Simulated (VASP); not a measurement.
# LiIn4 (P-3m1) in VASP: notebook

LiIn4 is run at these levels: PBE; tasks: single point, relaxation of cell and atoms.

Everything below comes from runs of VASP 6.6.1. Logs are shortened: lines on timing, memory, paths and dates and some standing lists are left out, and cuts for length are marked.

**1. The cell of the first run**

Symmetry: P-3m1, No. 164, trigonal system. Conventional cell: a = 3.315 Å, b = 3.315 Å, c = 10.659 Å, α = 90.00°, β = 90.00°, γ = 120.00°. Within 3.4 Å of Li (site symmetry -3m) lie 6 In at 2.39 Å and 6 Li at 3.31 Å. Within 3.5 Å of In (site symmetry 3m) lie 3 Li at 2.39 Å and 12 In at 3.22 to 3.44 Å. Within 4.2 Å of In (site symmetry 3m) lie 12 In at 3.22 to 3.31 Å.

The cell was generated, and may not be a known phase.

**2. Single point, PBE**

INCAR

```
ALGO     = Fast           # electronic algorithm
EDIFF    = 1E-6           # SCF threshold, eV
ENCUT    = 520            # plane-wave cutoff, eV
GGA      = PE             # functional
ISIF     = 2              # what is computed and relaxed
ISMEAR   = 0              # smearing method
LASPH    = T              # aspherical terms in the spheres
LCHARG   = T              # write CHGCAR
LELF     = T              # ELF
LREAL    = F              # projectors in reciprocal space
LVHAR    = T            
LWAVE    = F              # write WAVECAR
NBANDS   = 36             # bands
NELM     = 100            # most SCF steps
PREC     = Accurate       # precision mode
SIGMA    = 0.1            # smearing width, eV
```

KPOINTS

```
k-points
0
Gamma
  6 6 2
```

POSCAR

```
LiIn4
1.0
    3.3148812900      0.0000000000      0.0000000000
   -1.6574406500      2.8707714100      0.0000000000
    0.0000000000      0.0000000000     10.6589390900
Li In
1 4
Direct
    0.0000000000      0.0000000000      0.0000000000
    0.3333333300      0.6666666700      0.8658552800
    0.3333333300      0.6666666700      0.3767953500
    0.6666666700      0.3333333300      0.1341447200
    0.6666666700      0.3333333300      0.6232046500
```

Potentials or basis: VASP PAW PBE potentials, release 64 (Li_sv, In_d).

Started as:

```bash
cat potpaw_PBE.64/Li_sv/POTCAR potpaw_PBE.64/In_d/POTCAR > POTCAR
mpirun -np 1 vasp_std > vasp.out
```

OUTCAR:

```text
EDIFF = 1E-6
   ENCUT = 520
   GGA = PE
   ISIF = 2
   ISMEAR = 0
   LASPH = T
   LREAL = F
   NELM = 100
   PREC = Accurate

 ion  position               nearest neighbor table
   1  0.000  0.000  0.000-   2 2.39   4 2.39   4 2.39   2 2.39   4 2.39   2 2.39
   2  0.333  0.667  0.866-   1 2.39   1 2.39   1 2.39   5 3.22   5 3.22   5 3.22   4 3.44   4 3.44
                             4 3.44
   3  0.333  0.667  0.377-   4 3.22   4 3.22   4 3.22   5 3.25   5 3.25   5 3.25
   4  0.667  0.333  0.134-   1 2.39   1 2.39   1 2.39   3 3.22   3 3.22   3 3.22   2 3.44   2 3.44
                             2 3.44
   5  0.667  0.333  0.623-   2 3.22   2 3.22   2 3.22   3 3.25   3 3.25   3 3.25

  LATTYP: Found a hexagonal cell.
 ALAT       =     3.3148812900
 C/A-ratio  =     3.2154813876

  Lattice vectors:

 A1 = (   3.3148812900,   0.0000000000,   0.0000000000)
 A2 = (  -1.6574406500,   2.8707714100,   0.0000000000)
 A3 = (   0.0000000000,   0.0000000000,  10.6589390900)

Analysis of symmetry for initial positions (statically):
=====================================================================
 Subroutine PRICEL returns:
 Original cell was already a primitive cell.

 Routine SETGRP: Setting up the symmetry group for a
 hexagonal supercell.

 Subroutine GETGRP returns: Found 12 space group operations
 (whereof 12 operations were pure point group operations)
 out of a pool of 24 trial point group operations.

The static configuration has the point symmetry D_3d.

Analysis of symmetry for dynamics (positions and initial velocities):
=====================================================================
 Subroutine PRICEL returns:
 Original cell was already a primitive cell.

 Routine SETGRP: Setting up the symmetry group for a
 hexagonal supercell.

 Subroutine GETGRP returns: Found 12 space group operations
 (whereof 12 operations were pure point group operations)
 out of a pool of 24 trial point group operations.

The dynamic configuration has the point symmetry D_3d.

 Subroutine INISYM returns: Found 12 space group operations
 (whereof 12 operations are pure point group operations),
 and found     1 'primitive' translations

----------------------------------------------------------------------------------------

                                     Primitive cell

  volume of cell :     101.4333

[... 76 lines left out ...]
   ICHARG =      2    charge: 1-file 2-atom 10-const
   ISPIN  =      1    spin polarized calculation?
   LNONCOLLINEAR =      F non collinear calculations
   LSORBIT =      F    spin-orbit coupling
   LASPH  =      T    aspherical Exc in radial PAW
   ENCUT  =  520.0 eV  38.22 Ry    6.18 a.u.   6.16  6.16 19.82*2*pi/ulx,y,z
   NELM   =    100;   NELMIN=  2; NELMDL= -5     # of ELM steps
   EDIFF  = 0.1E-05   stopping-criterion for ELM
   LREAL  =      F    real-space projection
[... 7 lines left out ...]
   TEBEG  =    0.0;   TEEND  =   0.0 temperature during run
   PSTRESS=    0.0 pullay stress
   NELECT =      55.0000    total number of electrons
   NUPDOWN=      -1.0000    fix difference up-down
   EMIN   =  10.00;   EMAX   =-10.00  energy-range for DOS
   EFERMI =   0.00;   METHOD = LEGACY
   ISMEAR =     0;   SIGMA  =   0.10  broadening in eV -4-tet -1-fermi 0-gaus
   EFERMI_NEDOS =   21; number of points for ismear=-14 and -15
   IALGO  =     68    algorithm
   IMIX   =      4    mixing-type and parameters
     AMIX     =   0.40;   BMIX     =  1.00
     AMIX_MAG =   1.60;   BMIX_MAG =  1.00
  volume/ion in A,a.u.               =      20.29       136.90
  Fermi-wavevector in a.u.,A,eV,Ry     =   1.334962  2.522712 24.247259  1.782123
  Thomas-Fermi vector in A             =   2.463703
   LORBIT       =      0    0 simple, 1 ext, 2 COOP (PROOUT), +10 PAW based schemes
   GGA     = PE    functional components
   LHFCALC =     F    Hartree Fock is set to
   AEXX    =    0.0000 exact exchange contribution
   IVDW    =     0    specifies the selected vdW correction
   LEPSILON=     F    determine dielectric tensor
   LRPA    =     F    only Hartree local field effects (RPA)
 non-spin polarized calculation
 RMM-DIIS sequential band-by-band and
 Gauss-broadening in eV      SIGMA  =   0.10
  energy-cutoff  :      520.00
  volume of cell :      101.43
 maximum number of plane-waves:      2760
 NGX is ok and might be reduce to    28
   NGX = 13   NGY = 13   NGZ = 39

 number of electron      54.9999985 magnetization

 Free energy of the ion-electron system (eV)
  ---------------------------------------------------
  ext. energy  EPLUGINS =         0.00000000
  ---------------------------------------------------
  free energy    TOTEN  =       -10.58384437 eV

  energy without entropy =      -10.57048335  energy(sigma->0) =      -10.57716386

 E-fermi :   8.5849     XC(G=0): -10.7054

 val. band max:        8.5589492654   @ k =   0.3333   0.3333   0.5000
 cond. band min:       8.6129749152   @ k =   0.5000   0.0000   0.0000
 fundamental gap:      0.0540256497
 Fermi energy:         8.5848836266

 k-point     1 :       0.0000    0.0000    0.0000
  band No.  band energies     occupation
      1     -38.1294      2.00000
      2      -6.3872      2.00000
      3      -6.3648      2.00000
      4      -6.3426      2.00000
      5      -6.3426      2.00000
      6      -6.2997      2.00000
[... 535 lines left out ...]
     35      13.3710      0.00000
     36      13.8229      0.00000

------------------------ aborting loop because EDIFF is reached ----------------------------------------

  FORCE on cell =-STRESS in cart. coord.  units (eV):
  Direction    XX          YY          ZZ          XY          YZ          ZX
  --------------------------------------------------------------------------------------
  -------------------------------------------------------------------------------------
  Total        6.8277172      6.8277172     11.9506687     -0.0000000      0.0000000      0.0000000
  in kB      107.8463707    107.8463709    188.7653236     -0.0000002      0.0000000      0.0000000
  external PRESSURE =     134.8193551 kB  Pullay stress =       0.0000000 kB

 VOLUME and BASIS-vectors are now :
 -----------------------------------------------------------------------------
  energy-cutoff  :      520.00
  volume of cell :      101.43
      direct lattice vectors                 reciprocal lattice vectors
     3.314881290  0.000000000  0.000000000     0.301669928  0.174169215  0.000000000
    -1.657440650  2.870771410  0.000000000     0.000000000  0.348338428  0.000000000
     0.000000000  0.000000000 10.658939090     0.000000000  0.000000000  0.093817967

 POSITION                                       TOTAL-FORCE (eV/Angst)
 -----------------------------------------------------------------------------------
      0.00000      0.00000      0.00000         0.000000      0.000000      0.000000
     -0.00000      1.91385      9.22910        -0.000000     -0.000000     -2.263431
     -0.00000      1.91385      4.01624         0.000000     -0.000000      0.155282
      1.65744      0.95692      1.42984        -0.000000      0.000000      2.263431
      1.65744      0.95692      6.64270        -0.000000      0.000000     -0.155282
 -----------------------------------------------------------------------------------
    total drift:                               -0.000000      0.000000      0.000000

  FREE ENERGIE OF THE ION-ELECTRON SYSTEM (eV)
  ---------------------------------------------------
  free  energy   TOTEN  =       -10.5838443723 eV

  energy  without entropy=      -10.5704833482  energy(sigma->0) =      -10.57716386
```

stdout:

```text
POSCAR found type information on POSCAR LiIn
 POSCAR found :  2 types and       5 ions
 scaLAPACK will be used
 LDA part: xc-table for (Slater+PW92), standard interpolation
 POSCAR, INCAR and KPOINTS ok, starting setup
 FFT: planning ... GRIDC
 FFT: planning ... GRID_SOFT
 FFT: planning ... GRID
 WAVECAR not read
 entering main loop
WARNING in EDDRMM: call to ZHEGV failed, returncode =   8  4      4
WARNING in EDDRMM: call to ZHEGV failed, returncode =   6  3     24
```

It took 2.4 min on 1 thread of Intel Xeon Platinum 8488C (Sapphire Rapids), shared host; peak memory 0.25 GiB.

Results:

```yaml
Free_energy: -10.5838 eV
Largest_force: 2.263 eV/Å
Band_gap_on_the_k_mesh: zero (an odd number of electrons rules out a gap without spin polarisation)
```

Forces on the atoms (eV/Å):
```
Li   0.000  0.000  0.000
In   0.000  0.000 -2.263
In   0.000  0.000  0.155
In   0.000  0.000  2.263
In   0.000  0.000 -0.155
```

Caveat: the k points lie up to 0.36 Å⁻¹ apart, too coarse for converged energies and pressures of a metal; the cutoff is under 1.25 times the usual one of these potentials, so pressure, stress and relaxed cells hold a basis-set (Pulay) error; spin-orbit coupling is left out, which moves the levels of the heavy elements; forces of over 1 eV/Å act on the atoms, so gaps and moduli don't describe the material at rest.

**3. Single point, PBE**

This run uses another cell than the first one, of 25.30 Å³/atom.

INCAR

```
SYSTEM = LiIn4
  PREC = Accurate
  ENCUT = 520
  EDIFF = 1E-6
  ISMEAR = 0
  SIGMA = 0.1
  LREAL = .False.
  LASPH = .True.
  NELM = 80
  ALGO = Normal
  ISIF = 2
  LWAVE = .False.
  LCHARG = .False.
  GGA = PE
  NBANDS = 36
```

KPOINTS

```
regular mesh
0
Gamma
  6 6 2
  0 0 0
```

POSCAR

```
LiIn4
1.0
    3.3873533924      0.0000000029      0.0000000000
   -1.6936766988      2.9335340880      0.0000000000
    0.0000000000      0.0000000000     12.7294891453
Li In
1 4
Direct
    0.0000000000      0.0000000000      0.0000000000
    0.3333333333      0.6666666667      0.8199581101
    0.3333333333      0.6666666667      0.3945509749
    0.6666666667      0.3333333333      0.1800418899
    0.6666666667      0.3333333333      0.6054490251
```

Potentials or basis: VASP PAW PBE potentials, release 64 (Li_sv, In_d).

Started as:

```bash
cat potpaw_PBE.64/Li_sv/POTCAR potpaw_PBE.64/In_d/POTCAR > POTCAR
mpirun -np 1 vasp_std > vasp.out
```

OUTCAR:

```text
SYSTEM = LiIn4
   PREC = Accurate
   ENCUT = 520
   EDIFF = 1E-6
   ISMEAR = 0
   LREAL = .False.
   LASPH = .True.
   NELM = 80
   ISIF = 2
   GGA = PE

 ion  position               nearest neighbor table
   1  0.000  0.000  0.000-   2 3.01   4 3.01   4 3.01   2 3.01   4 3.01   2 3.01
   2  0.333  0.667  0.820-   1 3.01   1 3.01   1 3.01   5 3.36   5 3.36   5 3.36
   3  0.333  0.667  0.395-   5 3.32   5 3.32   5 3.32   4 3.36   4 3.36   4 3.36
   4  0.667  0.333  0.180-   1 3.01   1 3.01   1 3.01   3 3.36   3 3.36   3 3.36
   5  0.667  0.333  0.605-   3 3.32   3 3.32   3 3.32   2 3.36   2 3.36   2 3.36

  LATTYP: Found a hexagonal cell.
 ALAT       =     3.3873533924
 C/A-ratio  =     3.7579454136

  Lattice vectors:

 A1 = (   3.3873533924,   0.0000000029,   0.0000000000)
 A2 = (  -1.6936766988,   2.9335340880,   0.0000000000)
 A3 = (   0.0000000000,   0.0000000000,  12.7294891453)

Analysis of symmetry for initial positions (statically):
=====================================================================
 Subroutine PRICEL returns:
 Original cell was already a primitive cell.

 Routine SETGRP: Setting up the symmetry group for a
 hexagonal supercell.

 Subroutine GETGRP returns: Found 12 space group operations
 (whereof 12 operations were pure point group operations)
 out of a pool of 24 trial point group operations.

The static configuration has the point symmetry D_3d.

Analysis of symmetry for dynamics (positions and initial velocities):
=====================================================================
 Subroutine PRICEL returns:
 Original cell was already a primitive cell.

 Routine SETGRP: Setting up the symmetry group for a
[... 115 lines left out ...]
   EFERMI =   0.00;   METHOD = LEGACY
   ISMEAR =     0;   SIGMA  =   0.10  broadening in eV -4-tet -1-fermi 0-gaus
   EFERMI_NEDOS =   21; number of points for ismear=-14 and -15
   IALGO  =     38    algorithm
   IMIX   =      4    mixing-type and parameters
     AMIX     =   0.40;   BMIX     =  1.00
     AMIX_MAG =   1.60;   BMIX_MAG =  1.00
  volume/ion in A,a.u.               =      25.30       170.72
  Fermi-wavevector in a.u.,A,eV,Ry     =   1.240247  2.343727 20.928653  1.538213
  Thomas-Fermi vector in A             =   2.374696
   LORBIT       =      0    0 simple, 1 ext, 2 COOP (PROOUT), +10 PAW based schemes
   GGA     = PE    functional components
   LHFCALC =     F    Hartree Fock is set to
   AEXX    =    0.0000 exact exchange contribution
   IVDW    =     0    specifies the selected vdW correction
   LEPSILON=     F    determine dielectric tensor
   LRPA    =     F    only Hartree local field effects (RPA)
 non-spin polarized calculation
 Gauss-broadening in eV      SIGMA  =   0.10
  energy-cutoff  :      520.00
  volume of cell :      126.49
 maximum number of plane-waves:      3420
 NGX is ok and might be reduce to    28
   NGX = 13   NGY = 13   NGZ = 47

 number of electron      54.9999995 magnetization

 Free energy of the ion-electron system (eV)
  ---------------------------------------------------
  ext. energy  EPLUGINS =         0.00000000
  ---------------------------------------------------
  free energy    TOTEN  =       -12.57232511 eV

  energy without entropy =      -12.55794828  energy(sigma->0) =      -12.56513670

 E-fermi :   6.1910     XC(G=0):  -9.6814

 val. band max:        6.0515344807   @ k =   0.3333   0.1667   0.5000
 cond. band min:       6.2231001944   @ k =   0.3333   0.1667   0.0000
 fundamental gap:      0.1715657138
 Fermi energy:         6.1910374465

 k-point     1 :       0.0000    0.0000    0.0000
  band No.  band energies     occupation
      1     -40.5322      2.00000
      2      -8.3942      2.00000
      3      -8.3544      2.00000
      4      -8.3500      2.00000
      5      -8.3500      2.00000
      6      -8.3390      2.00000
[... 535 lines left out ...]
     35       9.4738      0.00000
     36      10.2091      0.00000

------------------------ aborting loop because EDIFF is reached ----------------------------------------

  FORCE on cell =-STRESS in cart. coord.  units (eV):
  Direction    XX          YY          ZZ          XY          YZ          ZX
  --------------------------------------------------------------------------------------
  -------------------------------------------------------------------------------------
  Total       -0.0529733     -0.0529733     -0.0202575      0.0000000      0.0000000      0.0000000
  in kB       -0.6709733     -0.6709733     -0.2565865      0.0000000      0.0000000      0.0000000
  external PRESSURE =      -0.5328444 kB  Pullay stress =       0.0000000 kB

 VOLUME and BASIS-vectors are now :
 -----------------------------------------------------------------------------
  energy-cutoff  :      520.00
  volume of cell :      126.49
      direct lattice vectors                 reciprocal lattice vectors
     3.387353392  0.000000003  0.000000000     0.295215729  0.170442881  0.000000000
    -1.693676699  2.933534088  0.000000000    -0.000000000  0.340885761  0.000000000
     0.000000000  0.000000000 12.729489145     0.000000000  0.000000000  0.078557748

 POSITION                                       TOTAL-FORCE (eV/Angst)
 -----------------------------------------------------------------------------------
      0.00000      0.00000      0.00000         0.000000      0.000000      0.000000
     -0.00000      1.95569     10.43765        -0.000000      0.000000     -0.002043
     -0.00000      1.95569      5.02243        -0.000000     -0.000000      0.006343
      1.69368      0.97784      2.29184         0.000000     -0.000000      0.002043
      1.69368      0.97784      7.70706         0.000000     -0.000000     -0.006343
 -----------------------------------------------------------------------------------
    total drift:                               -0.000000      0.000000      0.000000

  FREE ENERGIE OF THE ION-ELECTRON SYSTEM (eV)
  ---------------------------------------------------
  free  energy   TOTEN  =       -12.5723251130 eV

  energy  without entropy=      -12.5579482829  energy(sigma->0) =      -12.56513670
```

Wall time 52 s (1 thread of Intel Xeon Platinum 8488C (Sapphire Rapids), shared host); peak memory 0.27 GiB.

Results:

* Free energy: -12.5723 eV
* Largest force: 0.006 eV/Å
* Band gap on the k mesh: zero (an odd number of electrons rules out a gap without spin polarisation)

Forces on the atoms (eV/Å):
```
Li   0.000  0.000  0.000
In   0.000  0.000 -0.002
In   0.000  0.000  0.006
In   0.000  0.000  0.002
In   0.000  0.000 -0.006
```

Caveat: the cutoff is under 1.25 times the usual one of these potentials, so pressure, stress and relaxed cells hold a basis-set (Pulay) error; spin-orbit coupling is left out, which moves the levels of the heavy elements.

(Continued in part 2 of 2.)

The gap in the log of VASP goes by the Fermi energy; the results here count the filled bands.